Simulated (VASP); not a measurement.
# LiH (P1) in VASP: further runs

LiH is run at these levels: PBE; tasks: single point.

Program: VASP 6.6.1. These are calculated values, not measurements. Logs are shortened: lines on timing, memory, paths and dates and some standing lists are left out, and cuts for length are marked.

### Step 1. The cell of the first run

The typed cell holds 16 atoms: a = 5.862 Å, b = 5.862 Å, c = 5.862 Å, α = 60.00°, β = 60.00°, γ = 60.00°.

### Step 2. Single point, PBE

Input file INCAR:

```
ALGO     = Normal         # electronic algorithm
EDIFF    = 1E-6           # SCF threshold, eV
ENCUT    = 520            # plane-wave cutoff, eV
GGA      = PE             # functional
ISIF     = 2              # what is computed and relaxed
ISMEAR   = -1             # smearing method
LASPH    = T              # aspherical terms in the spheres
LCHARG   = F              # write CHGCAR
LREAL    = Auto         
LWAVE    = F              # write WAVECAR
NBANDS   = 30             # bands
NELM     = 80             # most SCF steps
PREC     = Accurate       # precision mode
SIGMA    = 0.1551         # smearing width, eV
```

Input file KPOINTS:

```
Automatic mesh
0
Gamma
  2 2 2
  0.5 0.5 0.5
```

Input file POSCAR:

```
LiH
1.0
   -4.1447261231      4.1447261231      0.0000000000
   -4.1447261231      0.0000000000      4.1447261231
    0.0000000000      4.1447261231      4.1447261231
Li H
8 8
Direct
   -0.0650603905      0.0945940669      0.0489116757
    0.5200704307     -0.0033636722     -0.0121099678
   -0.0680157124      0.5898668398      0.0003557533
    0.0585050719      0.0085418189      0.5119794257
    0.5335529862      0.5410721803     -0.0514152187
    0.5070812733     -0.0816676398      0.5161462872
    0.0295446542      0.3973655800      0.4973017369
    0.4749002567      0.4534457632      0.4651288029
    0.7358124299      0.7765396083      0.7543374175
    0.2599176563      0.7294377023      0.7545578181
    0.7725744488      0.2326311731      0.7882437592
    0.7624252860      0.7201547005      0.2734848978
    0.2066880837      0.2765559089      0.7693742374
    0.2420841499      0.7614057977      0.2247355971
    0.7678216619      0.2889617949      0.3124173857
    0.3175424530      0.2153144680      0.2860315651
```

Potentials or basis: VASP PAW PBE potentials, release 64 (Li_sv, H).

Run with:

```sh
$ cat potpaw_PBE.64/Li_sv/POTCAR potpaw_PBE.64/H/POTCAR > POTCAR
$ mpirun -np 1 vasp_std > vasp.out
```

OUTCAR:

```text
EDIFF = 1E-6
   ENCUT = 520
   GGA = PE
   ISIF = 2
   ISMEAR = -1
   LASPH = T
   LREAL = Auto
   NELM = 80
   PREC = Accurate

 ion  position               nearest neighbor table
   1  0.935  0.095  0.049-   5 2.53
   2  0.520  0.997  0.988-   3 2.40
   3  0.932  0.590  0.000-  12 1.73   2 2.40
   4  0.059  0.009  0.512-   7 2.16   6 2.42
   5  0.534  0.541  0.949-   6 2.40   1 2.53
   6  0.507  0.918  0.516-   5 2.40   4 2.42
   7  0.030  0.397  0.497-  16 1.72   4 2.16
   8  0.475  0.453  0.465-  15 1.53
   9  0.736  0.777  0.754-
  10  0.260  0.729  0.755-
  11  0.773  0.233  0.788-
  12  0.762  0.720  0.273-   3 1.73
  13  0.207  0.277  0.769-
  14  0.242  0.761  0.225-
  15  0.768  0.289  0.312-   8 1.53
  16  0.318  0.215  0.286-   7 1.72

  LATTYP: Found a face centered cubic cell.
 ALAT       =     8.2894522462

  Lattice vectors:

 A1 = (  -4.1447261231,   4.1447261231,   0.0000000000)
 A2 = (  -4.1447261231,   0.0000000000,   4.1447261231)
 A3 = (   0.0000000000,   4.1447261231,   4.1447261231)

Analysis of symmetry for initial positions (statically):
=====================================================================
 Subroutine PRICEL returns:
 Original cell was already a primitive cell.

 Routine SETGRP: Setting up the symmetry group for a
 face centered cubic supercell.

 Subroutine GETGRP returns: Found  1 space group operations
 (whereof  1 operations were pure point group operations)
 out of a pool of 48 trial point group operations.

The static configuration has the point symmetry C_1 .

Analysis of symmetry for dynamics (positions and initial velocities):
=====================================================================
 Subroutine PRICEL returns:
 Original cell was already a primitive cell.

 Routine SETGRP: Setting up the symmetry group for a
 face centered cubic supercell.

 Subroutine GETGRP returns: Found  1 space group operations
 (whereof  1 operations were pure point group operations)
 out of a pool of 48 trial point group operations.

The dynamic configuration has the point symmetry C_1 .

 Subroutine INISYM returns: Found  1 space group operations
 (whereof  1 operations are pure point group operations),
 and found     1 'primitive' translations

----------------------------------------------------------------------------------------

                                     Primitive cell

  volume of cell :     142.4025

  direct lattice vectors                    reciprocal lattice vectors
    -4.144726123  4.144726123  0.000000000    -0.120635233  0.120635233 -0.120635233
    -4.144726123  0.000000000  4.144726123    -0.120635233 -0.120635233  0.120635233
     0.000000000  4.144726123  4.144726123     0.120635233  0.120635233  0.120635233

  length of vectors
     5.861527896  5.861527896  5.861527896     0.208946352  0.208946352  0.208946352

  position of ions in fractional coordinates (direct lattice)
     0.934939609  0.094594067  0.048911676
     0.520070431  0.996636328  0.987890032
     0.931984288  0.589866840  0.000355753
     0.058505072  0.008541819  0.511979426
     0.533552986  0.541072180  0.948584781
     0.507081273  0.918332360  0.516146287
[... 8 lines left out ...]
     0.767821662  0.288961795  0.312417386
     0.317542453  0.215314468  0.286031565

  ion indices of the primitive-cell ions
   primitive index   ion index
                 1           1
                 2           2
                 3           3
                 4           4
                 5           5
                 6           6
[... 8 lines left out ...]
                15          15
                16          16

----------------------------------------------------------------------------------------

 KPOINTS: Automatic mesh

Automatic generation of k-mesh.
 Grid dimensions read from file:
 generate k-points for:    2    2    2

 Generating k-lattice:

  Cartesian coordinates                     Fractional coordinates (reciprocal lattice)
    -0.060317616  0.060317616 -0.060317616     0.500000000  0.000000000  0.000000000
    -0.060317616 -0.060317616  0.060317616     0.000000000  0.500000000  0.000000000
     0.060317616  0.060317616  0.060317616     0.000000000  0.000000000  0.500000000

  Length of vectors
     0.104473176  0.104473176  0.104473176

  Shift w.r.t. Gamma in fractional coordinates (k-lattice)
     0.500000000  0.500000000  0.500000000

 Subroutine IBZKPT returns following result:
 ===========================================

 Found     16 irreducible k-points:

 Following reciprocal coordinates:
            Coordinates               Weight
  0.250000  0.250000  0.250000      2.000000
  0.250000  0.000000  0.000000      2.000000
  0.000000  0.000000 -0.250000      2.000000
  0.000000  0.250000  0.000000      2.000000
 -0.250000  0.250000  0.250000      2.000000
  0.250000 -0.250000  0.250000      2.000000
[... 8 lines left out ...]
  0.000000  0.250000  0.500000      2.000000
  0.500000  0.250000  0.000000      2.000000
   k-points           NKPTS =     16   k-points in BZ     NKDIM =     16   number of bands    NBANDS=     30
   number of dos      NEDOS =    301   number of ions     NIONS =     16
   total plane-waves  NPLWV = 110592
   dimension x,y,z NGX =    48 NGY =   48 NGZ =   48
   dimension x,y,z NGXF=    96 NGYF=   96 NGZF=   96
   ions per type =               8   8
   NGX,Y,Z   is equivalent  to a cutoff of  13.61, 13.61, 13.61 a.u.
   NGXF,Y,Z  is equivalent  to a cutoff of  27.23, 27.23, 27.23 a.u.
 SYSTEM =  unknown system
   PREC   = accura    normal or accurate (medium, high low for compatibility)
   ISTART =      0    job   : 0-new  1-cont  2-samecut
   ICHARG =      2    charge: 1-file 2-atom 10-const
   ISPIN  =      1    spin polarized calculation?
   LNONCOLLINEAR =      F non collinear calculations
   LSORBIT =      F    spin-orbit coupling
   LASPH  =      T    aspherical Exc in radial PAW
   ENCUT  =  520.0 eV  38.22 Ry    6.18 a.u.  10.90 10.90 10.90*2*pi/ulx,y,z
   NELM   =     80;   NELMIN=  2; NELMDL= -5     # of ELM steps
   EDIFF  = 0.1E-05   stopping-criterion for ELM
   LREAL  =      T    real-space projection
   EDIFFG = 0.1E-04   stopping-criterion for IOM
   NSW    =      0    number of steps for IOM
   IBRION =     -1    ionic relax: 0-MD 1-quasi-New 2-CG
   NFREE  =      0    steps in history (QN), initial steepest desc. (CG)
   ISIF   =      2    stress and relaxation
   ISYM   =      2    0-nonsym 1-usesym 2-fastsym
   POTIM  = 0.5000    time-step for ionic-motion
   TEBEG  =    0.0;   TEEND  =   0.0 temperature during run
   PSTRESS=    0.0 pullay stress
   NELECT =      32.0000    total number of electrons
   NUPDOWN=      -1.0000    fix difference up-down
   EMIN   =  10.00;   EMAX   =-10.00  energy-range for DOS
   EFERMI =   0.00;   METHOD = LEGACY
   ISMEAR =    -1;   SIGMA  =   0.16  broadening in eV -4-tet -1-fermi 0-gaus
   EFERMI_NEDOS =   21; number of points for ismear=-14 and -15
   IALGO  =     38    algorithm
   IMIX   =      4    mixing-type and parameters
     AMIX     =   0.40;   BMIX     =  1.00
     AMIX_MAG =   1.60;   BMIX_MAG =  1.00
  volume/ion in A,a.u.               =       8.90        60.06
  Fermi-wavevector in a.u.,A,eV,Ry     =   0.995296  1.880837 13.478127  0.990614
  Thomas-Fermi vector in A             =   2.127306
   LORBIT       =      0    0 simple, 1 ext, 2 COOP (PROOUT), +10 PAW based schemes
   GGA     = PE    functional components
   LHFCALC =     F    Hartree Fock is set to
   AEXX    =    0.0000 exact exchange contribution
   IVDW    =     0    specifies the selected vdW correction
   LEPSILON=     F    determine dielectric tensor
   LRPA    =     F    only Hartree local field effects (RPA)
 non-spin polarized calculation
  energy-cutoff  :      520.00
  volume of cell :      142.40
 maximum number of plane-waves:      3844
 NGX is ok and might be reduce to    48
   NGX = 21   NGY = 21   NGZ = 21

 number of electron      31.9999998 magnetization

 Free energy of the ion-electron system (eV)
  ---------------------------------------------------
  ext. energy  EPLUGINS =         0.00000000
  ---------------------------------------------------
  free energy    TOTEN  =       -46.99269456 eV

  energy without entropy =      -46.99268138  energy(sigma->0) =      -46.99268797

 E-fermi :   1.3069     XC(G=0):  -8.1203

 val. band max:       -0.6634605581   @ k =   0.0000   0.0000  -0.2500
 cond. band min:       3.1269008054   @ k =   0.0000   0.2500   0.0000
 fundamental gap:      3.7903613635
 Fermi energy:         1.3069105413

 k-point     1 :       0.2500    0.2500    0.2500
  band No.  band energies     occupation
      1     -45.0601      2.00000
      2     -44.9464      2.00000
      3     -44.8998      2.00000
      4     -44.7965      2.00000
      5     -44.7613      2.00000
      6     -44.6772      2.00000
[... 20 lines left out ...]
     27       9.9439      0.00000
     28      10.0821      0.00000

 k-point     2 :       0.2500    0.0000    0.0000
  band No.  band energies     occupation
      1     -45.0601      2.00000
      2     -44.9467      2.00000
      3     -44.8995      2.00000
      4     -44.7964      2.00000
      5     -44.7615      2.00000
      6     -44.6770      2.00000
[... 20 lines left out ...]
     27       9.6275      0.00000
     28      10.2707      0.00000

 k-point     3 :       0.0000    0.0000   -0.2500
  band No.  band energies     occupation
      1     -45.0601      2.00000
      2     -44.9466      2.00000
      3     -44.8995      2.00000
      4     -44.7965      2.00000
      5     -44.7615      2.00000
      6     -44.6769      2.00000
[... 367 lines left out ...]
      2     -44.9461      2.00000
      3     -44.9000      2.00000
      4     -44.7967      2.00000
      5     -44.7614      2.00000
      6     -44.6771      2.00000
[... 20 lines left out ...]
     27       8.0882      0.00000
     28       8.6254      0.00000

 k-point    16 :       0.5000    0.2500    0.0000
  band No.  band energies     occupation
      1     -45.0598      2.00000
      2     -44.9462      2.00000
      3     -44.8999      2.00000
      4     -44.7965      2.00000
      5     -44.7617      2.00000
      6     -44.6771      2.00000
[... 20 lines left out ...]
     27       8.0868      0.00000
     28       8.5047      0.00000
 [bands above 28 left out]

------------------------ aborting loop because EDIFF is reached ----------------------------------------

  FORCE on cell =-STRESS in cart. coord.  units (eV):
  Direction    XX          YY          ZZ          XY          YZ          ZX
  --------------------------------------------------------------------------------------
  -------------------------------------------------------------------------------------
  Total        0.0227946     -0.3583002      1.1942236      0.4499971     -1.1112764     -0.2331928
  in kB        0.2564629     -4.0312533     13.4362694      5.0629401    -12.5030268     -2.6236636
  external PRESSURE =       3.2204930 kB  Pullay stress =       0.0000000 kB

 VOLUME and BASIS-vectors are now :
 -----------------------------------------------------------------------------
  energy-cutoff  :      520.00
  volume of cell :      142.40
      direct lattice vectors                 reciprocal lattice vectors
    -4.144726123  4.144726123  0.000000000    -0.120635233  0.120635233 -0.120635233
    -4.144726123  0.000000000  4.144726123    -0.120635233 -0.120635233  0.120635233
     0.000000000  4.144726123  4.144726123     0.120635233  0.120635233  0.120635233

 POSITION                                       TOTAL-FORCE (eV/Angst)
 -----------------------------------------------------------------------------------
     -4.26714      4.07779      0.59479         0.096487      0.699284     -0.530458
     -6.28633      6.25008      8.22532         0.062520     -0.389692      0.526233
     -6.30766      3.86429      2.44631        -0.213203      0.568166     -0.824122
     -0.27789      2.36450      2.15742         0.945192     -0.506737     -0.595448
     -4.45403      6.14306      6.17422         0.799630     -0.324878      0.200897
     -5.90795      4.24100      5.94552        -0.484716      0.247664      0.084716
[... 8 lines left out ...]
     -4.38008      4.47729      2.49255        -0.368143      0.103108     -1.560002
     -2.20855      2.50165      2.07794         0.134694     -0.146188     -0.328155
 -----------------------------------------------------------------------------------
    total drift:                               -0.000158     -0.003681      0.003335

  FREE ENERGIE OF THE ION-ELECTRON SYSTEM (eV)
  ---------------------------------------------------
  free  energy   TOTEN  =       -46.9926945614 eV

  energy  without entropy=      -46.9926813818  energy(sigma->0) =      -46.99268797
```

Run time: 5.9 min. Hardware: 1 thread of AMD EPYC 7R13, shared host; peak memory 0.26 GiB.

What came out:

* Free energy: -46.9927 eV
* Largest force: 1.606 eV/Å
* Band gap on the k mesh: 3.79 eV (least direct gap 3.80 eV)

Forces on the atoms (eV/Å):
```
Li   0.096  0.699 -0.530
Li   0.063 -0.390  0.526
Li  -0.213  0.568 -0.824
Li   0.945 -0.507 -0.595
Li   0.800 -0.325  0.201
Li  -0.485  0.248  0.085
Li  -0.863 -0.342  1.204
Li   0.225 -0.243  1.487
H    0.009  0.049  0.064
H   -0.043 -0.018 -0.047
H    0.110 -0.109 -0.027
H   -0.130 -0.151  0.375
H   -0.075  0.168 -0.106
H   -0.205  0.396  0.077
H   -0.368  0.103 -1.560
H    0.135 -0.146 -0.328
```

Levels at points of the mesh, in eV from the valence-band top:
| k point | band 14 | band 15 | band 16 | band 17 | band 18 | band 19 |
| --- | --- | --- | --- | --- | --- | --- |
| (0.25, 0.25, 0.25) | -0.64 | -0.48 | -0.18 | 3.83 | 4.33 | 4.65 |

Caveat: the k points lie up to 0.66 Å⁻¹ apart; the cutoff is under 1.25 times the usual one of these potentials, so pressure, stress and relaxed cells hold a basis-set (Pulay) error; the atoms stand as in a frame of molecular dynamics; a shifted mesh leaves out Γ, where band edges can lie; forces of over 1 eV/Å act on the atoms, so gaps and moduli don't describe the material at rest. A k mesh can miss the band edges.

### Step 3. Single point, PBE

Input file INCAR:

```
SYSTEM = LiH
PREC     = Accurate       ! precision mode
ENCUT    = 520            ! plane-wave cutoff, eV
EDIFF    = 1E-6           ! SCF threshold, eV
ISMEAR   = -1             ! smearing method
SIGMA    = 0.1551         ! smearing width, eV
LREAL    = Auto         
LASPH    = .TRUE.         ! aspherical terms in the spheres
NELM     = 60             ! most SCF steps
ALGO     = Normal         ! electronic algorithm
ISIF     = 2              ! what is computed and relaxed
LWAVE    = .FALSE.        ! write WAVECAR
LCHARG   = .FALSE.        ! write CHGCAR
GGA      = PE             ! functional
NBANDS   = 30             ! bands
```

KPOINTS is that of step 2.

Input file POSCAR:

```
LiH
1.0
   -4.1447261231      4.1447261231      0.0000000000
   -4.1447261231      0.0000000000      4.1447261231
    0.0000000000      4.1447261231      4.1447261231
Li H
8 8
Direct
   -0.0448424080      0.0897409115      0.0793182686
    0.4852407470      0.0396334993     -0.0119880056
   -0.0636523360      0.6159240500     -0.0061209111
    0.0808970219     -0.0504875337      0.4885138221
    0.4815540136      0.5785391914     -0.0443154733
    0.5440740674     -0.1250873965      0.5158034419
    0.0222376575      0.4183058056      0.4944512470
    0.4195080563      0.4469619813      0.4866567633
    0.7547255011      0.7864856213      0.7666913098
    0.3159123091      0.6769723539      0.7356172421
    0.7620537295      0.2760023138      0.7892330887
    0.8462332361      0.7799914648      0.2199662832
    0.3211381067      0.1633667654      0.7083465621
    0.3398439265      0.7313976629      0.2501974725
    0.8408317936      0.3214715425      0.2521750458
    0.3355143280      0.1711555791      0.2618052358
```

Potentials or basis: VASP PAW PBE potentials, release 64 (Li_sv, H).

Run with:

```sh
$ cat potpaw_PBE.64/Li_sv/POTCAR potpaw_PBE.64/H/POTCAR > POTCAR
$ mpirun -np 1 vasp_std > vasp.out
```

Run time: 5.2 min. Hardware: 1 thread of AMD EPYC 7R13, shared host; peak memory 0.26 GiB.

The run converged. Its results:

```
Free energy            : -46.5861 eV
Largest force          : 1.720 eV/Å
Band gap on the k mesh : 3.41 eV (least direct gap 3.57 eV)
```

Forces on the atoms (eV/Å):
```
Li   0.044 -0.654 -0.841
Li  -0.437  0.026 -0.275
Li  -0.085  0.590 -0.164
Li   0.007 -0.108  0.435
Li   0.379  0.809 -0.074
Li  -0.639 -0.477  0.225
Li   0.107 -0.265 -0.124
Li  -0.658  1.584 -0.126
H   -0.059 -0.238 -0.407
H    0.380 -0.707 -0.041
H    0.081  0.191 -0.004
H    0.059  0.319  0.235
H    0.454 -0.038  0.521
H   -0.158 -1.116  0.119
H    0.573  0.060 -0.094
H   -0.048  0.024  0.615
```

Levels at points of the mesh, in eV from the valence-band top:
```
           k point  band 14  band 15  band 16  band 17  band 18  band 19
(0.25, 0.25, 0.25)    -1.06    -0.62    -0.36     3.41     4.22     4.59
```

Caveat: the k points lie up to 0.66 Å⁻¹ apart; the cutoff is under 1.25 times the usual one of these potentials, so pressure, stress and relaxed cells hold a basis-set (Pulay) error; the atoms stand as in a frame of molecular dynamics; a shifted mesh leaves out Γ, where band edges can lie; forces of over 1 eV/Å act on the atoms, so gaps and moduli don't describe the material at rest. A k mesh can miss the band edges.

[end of part 1 of 2]
